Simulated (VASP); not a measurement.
Runs of VASP 6.6.1 on CoSi2. The structure is that of space group Fm-3m (No. 225), or close to it. The cells are those of the table. 

| cell | gap on the mesh (eV) | pressure (GPa) |
| --- | --- | --- |
| a = 3.886, b = 3.886, c = 3.790 Å, angles 60.8, 60.8, 58.4°, 3 atoms | none | (a) |
| a = 3.743, b = 3.743, c = 3.695 Å, angles 60.4, 60.4, 59.2°, 3 atoms | none | 10.1 |
| a = 3.743, b = 3.743, c = 3.790 Å, angles 59.6, 59.6, 60.8°, 3 atoms | none | 4.6 |
| a = 3.838, b = 3.838, c = 3.790 Å, angles 60.4, 60.4, 59.2°, 3 atoms | none | -4.4 |
| a = 3.791, b = 3.791, c = 3.695 Å, angles 60.8, 60.8, 58.3°, 3 atoms | none | (b) |

Alike in all rows: task single point; level PBE; potentials or basis VASP PAW PBE potentials, release 64 (Co, Si); no spin polarisation; k mesh 16 × 16 × 16; cutoff (eV) 520; smearing gaussian 0.15 eV.

Task: Fill in the values left out.

Result: (a) -7.9; (b) 4.8.

Caveats: an odd number of electrons without spin polarisation forces a metal; a magnetic or distorted state may lie lower; the cell stands under pressure (at least some runs); the cell stands under tension (at least some runs).

A gap of «none» marks levels without a gap at the run's occupations.
